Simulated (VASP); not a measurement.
Runs of VASP 6.6.1 on Na3SmP2. The structure is that of space group P4/mmm (No. 123), or close to it. The cells are those of the table. The cell was generated, and may not be a known phase.

| task | cell | k mesh | gap on the mesh (eV) | pressure (GPa) | relaxed volume (Å³/atom) |
| --- | --- | --- | --- | --- | --- |
| relaxation of cell and atoms | relaxed from a = 5.745, b = 5.745, c = 5.980 Å, 6 atoms | 8 × 8 × 6 | none | 0.0 | 32.59 |
| single point | a = 5.366, b = 5.366, c = 5.389 Å, 6 atoms | 4 × 4 × 4 | none | (a) | - |
| relaxation of cell and atoms | relaxed from a = 5.366, b = 5.366, c = 5.389 Å, 6 atoms | 4 × 4 × 4 | none | -0.1 | 32.85 |
| single point | a = 5.749, b = 5.749, c = 5.923 Å, 6 atoms | 8 × 8 × 6 | none | 0.0 | - |
| single point | a = 5.745, b = 5.745, c = 5.980 Å, 6 atoms | 4 × 4 × 4 | none | 0.0 | - |

Alike in all rows: level PBE; potentials or basis VASP PAW PBE potentials, release 64 (Na_pv, Sm_3, P), 4f in core; no spin polarisation; cutoff (eV) 500; smearing gaussian 0.1 eV.

**Question.** Fill in the values left out.

**Answer.** (a) 5.0.

Caveats: spin-orbit coupling is left out, which moves the levels of the heavy elements; the 4f electrons are frozen in the core, so they carry no moment and show no levels; the cell stands under pressure (at least some runs); the volume moved by over 15 % at a fixed basis, so the end points are rough (at least some runs).

A k mesh can miss the band edges, and the runs leave out spin-orbit coupling on Sm.

A gap of «none» marks levels without a gap at the run's occupations.
